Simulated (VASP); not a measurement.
Set up this calculation in VASP 6.6.1, as the native input.

```yaml
Task: single point
Functional: PBE
Potentials_or_basis: VASP PAW PBE potentials, release 64 (Ta_pv, N)
Cutoff: 520 eV
k_mesh: 24 × 24 × 24
Occupations: gaussian, width 0.15 eV
Spin: no spin polarisation
Dipole_correction: no
Further_INCAR_settings: ALGO = Normal; EDIFF = 1e-07; NBANDS = 15
```

The structure of TaN lies in POSCAR:

```
TaN
1.0
    0.0000000000      2.1423757347      2.2086347780
    2.1423757347      0.0000000000      2.2086347780
    2.1423757347      2.1423757347      0.0000000000
Ta N
1 1
Direct
    0.5000000000      0.5000000000      0.5000000000
    0.0000000000      0.0000000000      0.0000000000
```

This cell differs from its parent crystal: strain -0.030 along x and y, +0.000 along z.

These files were run (other wordings do the same):

INCAR

```
SYSTEM = TaN
PREC     = Accurate       ! precision mode
ENCUT    = 520            ! plane-wave cutoff, eV
EDIFF    = 1E-7           ! SCF threshold, eV
ISMEAR   = 0              ! smearing method
SIGMA    = 0.15           ! smearing width, eV
LREAL    = .FALSE.        ! projectors in reciprocal space
LASPH    = .TRUE.         ! aspherical terms in the spheres
NELM     = 60             ! most SCF steps
ALGO     = Normal         ! electronic algorithm
ISIF     = 2              ! what is computed and relaxed
LWAVE    = .FALSE.        ! write WAVECAR
LCHARG   = .FALSE.        ! write CHGCAR
GGA      = PE             ! functional
NBANDS   = 15             ! bands
```

KPOINTS

```
Automatic mesh
0
G
  24 24 24
  0 0 0
```

Potentials or basis: VASP PAW PBE potentials, release 64 (Ta_pv, N).

Launch:

```sh
$ cat potpaw_PBE.64/Ta_pv/POTCAR potpaw_PBE.64/N/POTCAR > POTCAR
$ mpirun -np 1 vasp_std > vasp.out
```

Results of the run:

```json
{"Pressure": "24.9 GPa", "Band gap on the k mesh": "zero (bands 8 and 9 overlap by 4.16 eV)"}
```

Caveat: the cell differs from its parent crystal (strain -0.030 along x and y, +0.000 along z); the stress differs along the axes, from 10 to 32 GPa; spin-orbit coupling is left out, which moves the levels of the heavy elements.

Wall time 4.8 min on 1 thread of Intel Xeon 8259CL, on a shared host, peak memory 0.42 GiB.
